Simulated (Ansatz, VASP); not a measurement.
## One calculation of InP, two programs

INCAR

```
SYSTEM = InP
PREC = Accurate
ENCUT = 520
EDIFF = 1E-6
ISMEAR = -1
SIGMA = 0.03
LREAL = .FALSE.
LASPH = .TRUE.
NELM = 60
ALGO = Normal
ISIF = 2
LWAVE = .FALSE.
LCHARG = .TRUE.
GGA = PE
LELF = .TRUE.
LVHAR = .TRUE.
NBANDS = 16
```

File KPOINTS:

```
Automatic mesh
0
G
  11 11 11
  0 0 0
```

File POSCAR:

```
InP
1.0
    0.0000000000      2.9058727852      2.9058727852
    2.9058727852      0.0000000000      2.9058727852
    2.9058727852      2.9058727852      0.0000000000
In P
1 1
Direct
    0.0000000000      0.0000000000      0.0000000000
    0.7500000000      0.7500000000      0.7500000000
```

Input for Ansatz:

```yaml
crystal:
  lattice:
    - [0.0, 2.9058727852, 2.9058727852]
    - [2.9058727852, 0.0, 2.9058727852]
    - [2.9058727852, 2.9058727852, 0.0]
  atoms:
    - { symbol: In, position: [0.0, 0.0, 0.0] }
    - { symbol: P, position: [0.75, 0.75, 0.75] }
kpoints:
  mp_grid: { grid: [11, 11, 11] }
scf:
  occupations: { method: fermi_dirac, width: 0.03 }
hamiltonian:
  xc: pbe
  pseudopotentials: { kind: all_electron, lapw: { basis_error: 0.00025 } }
output:
  forces: true
  stress: true
  eigenvalues: true
```

Change from the starting cell: volume scaled by 0.975.

Alike in both runs: task single point; functional PBE; k mesh 11 × 11 × 11; occupations fermi-dirac, width 0.03 eV; no spin polarisation.

```csv
,VASP,Ansatz
version,VASP 6.6.1,Ansatz 0.2.0
potentials or method,"VASP PAW PBE potentials, release 64 (In_d, P), cutoff 520 eV","all-electron LAPW, scalar-relativistic"
```

```tsv
	VASP	Ansatz	Ansatz less VASP
pressure (GPa)	5.3	5.3	+0.07
```

Ansatz ran all-electron here, and VASP with PAW potentials.
